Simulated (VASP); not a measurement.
Input of a VASP 6.6.1 run:

Contents of INCAR:

```
ALGO = Normal
EDIFF = 1E-7
ENCUT = 520
GGA = PE
ISIF = 2
ISMEAR = 0
LASPH = True
LCHARG = False
LREAL = False
LWAVE = False
NBANDS = 18
NELM = 100
PREC = Accurate
SIGMA = 0.05
```

Contents of KPOINTS:

```
k-points
0
Gamma
  8 8 8
```

The input POSCAR:

```
ScTe2
1.0
    0.0000000000      3.5627719815      3.5627719815
    3.5627719815      0.0000000000      3.5627719815
    3.5627719815      3.5627719815      0.0000000000
Sc Te
1 2
Direct
   -0.0168408195      0.0168408195      0.0168408195
    0.2500000000      0.2500000000      0.2500000000
    0.7500000000      0.7500000000      0.7500000000
```

Potentials or basis: VASP PAW PBE potentials, release 64 (Sc_sv, Te).

Command:

```bash
$ cat potpaw_PBE.64/Sc_sv/POTCAR potpaw_PBE.64/Te/POTCAR > POTCAR
$ mpirun -np 1 vasp_std > vasp.out
```

What does it give for the pressure?

0.2 GPa.

Predict the largest force.

0.327 eV/Å.

Stress tensor (GPa, compression positive):
```
0.26 0.00 0.00
0.00 0.16 0.00
0.00 0.00 0.16
```

Caveat: the cell differs from its parent crystal (atom 1 (Sc) moved 0.12 Å along x).
